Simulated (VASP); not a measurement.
A run of VASP 6.6.1:

INCAR

```
PREC = Accurate
ENCUT = 520
EDIFF = 1E-7
ISMEAR = 0
SIGMA = 0.03
LREAL = F
LASPH = T
NELM = 60
ALGO = Normal
ISIF = 2
LWAVE = F
LCHARG = T
GGA = PE
LELF = T
LVHAR = T
NBANDS = 17
```

File KPOINTS:

```
regular mesh
0
Gamma
  10 10 10
```

File POSCAR:

```
PbS
1.0
    0.0000000000      2.9650000000      2.9650000000
    2.9650000000      0.0000000000      2.9650000000
    2.9650000000      2.9650000000      0.0000000000
Pb S
1 1
Direct
    0.0000000000      0.0000000000      0.0000000000
    0.5210792580      0.5210792580      0.4789207420
```

Potentials or basis: VASP PAW PBE potentials, release 64 (Pb_d, S).

Command:

```sh
$ cat potpaw_PBE.64/Pb_d/POTCAR potpaw_PBE.64/S/POTCAR > POTCAR
$ mpirun -np 1 vasp_std > vasp.out
```

Hardware: 1 thread of Intel Xeon 8259CL, with other jobs on the host.

Question: Estimate the wall time of this run.

Answer: It took 110 s on 1 thread of Intel Xeon 8259CL (shared host), peak memory 0.23 GiB. Counts: scf iterations 13, k points 102.
